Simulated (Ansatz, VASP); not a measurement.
# ZnCu: VASP beside Ansatz

```xyz
2
Lattice="2.9156 0.0000 0.0000 0.0000 2.9156 0.0000 0.0000 0.0000 2.9450" Properties=species:S:1:pos:R:3 pbc="T T T"
Zn    1.4578    1.4578    1.4725
Cu    0.0000    0.0000    0.0000
```

Change from the starting cell: equal xx and yy strain of -1 %, PAW files.

Alike in both runs: task electric field gradients; functional PBEsol; k mesh 14 × 14 × 14; occupations fermi-dirac, width 0.05 eV; no spin polarisation.

|  | VASP | Ansatz |
| --- | --- | --- |
| version | VASP 6.6.1 | Ansatz 0.2.0 |
| potentials or method | VASP PAW PBE potentials, release 64 (Zn, Cu) | PAW with Ansatz's default frozen-core files, scalar-relativistic |
| plane-wave cutoff (eV) | 520 | 420 |
| valence electrons in the cell | 23 | 31 |

```csv
,VASP,Ansatz,Ansatz less VASP
pressure (GPa),-1.7,-2.3,-0.68
"traceless stress, the component that is largest in VASP (GPa)",-0.39,-0.38,+0.011
size of Vzz on the site where it differs most (V/Å²),1.3,1.1,-0.13
```

VASP's potentials were made for PBE, not for PBEsol. VASP's potentials hold 23 valence electrons a cell and Ansatz's 31, so a difference there can come from the potentials and not from the codes.
